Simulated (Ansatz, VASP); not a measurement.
Te2Mo: VASP beside Ansatz

The input INCAR:

```
SYSTEM = Te2Mo
PREC = Accurate
ENCUT = 520
EDIFF = 1E-7
ISMEAR = -1
SIGMA = 0.05
LREAL = .False.
LASPH = .True.
NELM = 100
ALGO = Normal
ISIF = 2
LWAVE = .False.
LCHARG = .False.
NBANDS = 35
```

KPOINTS

```
Automatic mesh
0
Gamma
  4 8 1
  0 0 0
```

The input POSCAR:

```
Te2Mo
1.0
    6.3616090156      0.0000000000      0.0000000000
    0.0000000000      3.4804030600      0.0000000000
   -0.0857412231      0.0000000000     36.1758904685
Te Mo
4 2
Direct
    0.4292511000      0.7500000000      0.5407035800
    0.5707489000      0.2500000000      0.4592964200
    0.9208478700      0.2500000000      0.5565273200
    0.0791521300      0.7500000000      0.4434726800
    0.1813475600      0.2500000000      0.4974653700
    0.8186524400      0.7500000000      0.5025346300
```

Contents of input.yaml:

```yaml
crystal:
  lattice:
    - [6.3616090156, 0.0, 0.0]
    - [0.0, 3.48040306, 0.0]
    - [-0.0857412231, 0.0, 36.1758904685]
  atoms:
    - { symbol: Te, position: [0.4292511, 0.75, 0.54070358] }
    - { symbol: Te, position: [0.5707489, 0.25, 0.45929642] }
    - { symbol: Te, position: [0.92084787, 0.25, 0.55652732] }
    - { symbol: Te, position: [0.07915213, 0.75, 0.44347268] }
    - { symbol: Mo, position: [0.18134756, 0.25, 0.49746537] }
    - { symbol: Mo, position: [0.81865244, 0.75, 0.50253463] }
hamiltonian:
  xc: lda
  pseudopotentials: { kind: paw }
kpoints:
  mp_grid: { grid: [4, 8, 1] }
  band_path:
    path:
      - [[0.0, 0.0, 0.0], [0.0, 0.0, 0.5], [-0.4997944133, 0.0, 0.5067361864], [-0.5, 0.0, 0.5], [-0.5, 0.5, 0.5], [-0.5002055867, 0.5, 0.4932638136], [-0.5, 0.5, 0.0], [-0.5, 0.0, 0.0], [-0.5002055867, 0.0, 0.4932638136]]
      - [[-0.4997944133, 0.5, 0.5067361864], [0.0, 0.5, 0.5], [0.0, 0.5, 0.0]]
      - [[0.0, 0.0, 0.5], [0.0, 0.5, 0.5]]
    npoints: 14
scf:
  occupations: { method: fermi_dirac, width: 0.05 }
  n_extra_bands: 15
output:
  forces: true
  stress: true
  eigenvalues: true
  fatbands: true
```

Alike in both runs: functional LDA; k mesh 4 × 8 × 1; occupations fermi-dirac, width 0.05 eV; no spin polarisation.

|  | VASP | Ansatz |
| --- | --- | --- |
| version | VASP 6.6.1 | Ansatz 0.2.0 |
| potentials or method | VASP PAW LDA potentials, release 64 (Te, Mo_sv) | Ansatz PAW |
| plane-wave cutoff (eV) | 520 | 420 |
| valence electrons in the cell | 52 | 92 |
| task | single point | band structure |

VASP gave:

- gap on the k mesh at the Fermi level (eV): none
- rms of the force components (eV/Å): 0.191

Problem. What did Ansatz give for the same quantities?

Solution. gap on the k mesh at the Fermi level (eV): none; rms of the force components (eV/Å): 0.211.

LDA's correlation is that of Perdew and Zunger in VASP and of Perdew and Wang (1992) in Ansatz. Atom by atom the forces differ by 0.021 eV/Å (rms over components). A gap of «none» marks a metal or a gap that the smearing closes. VASP's potentials hold 52 valence electrons a cell and Ansatz's 92, so a difference there can come from the potentials and not from the codes.

Spin-orbit coupling is off throughout.
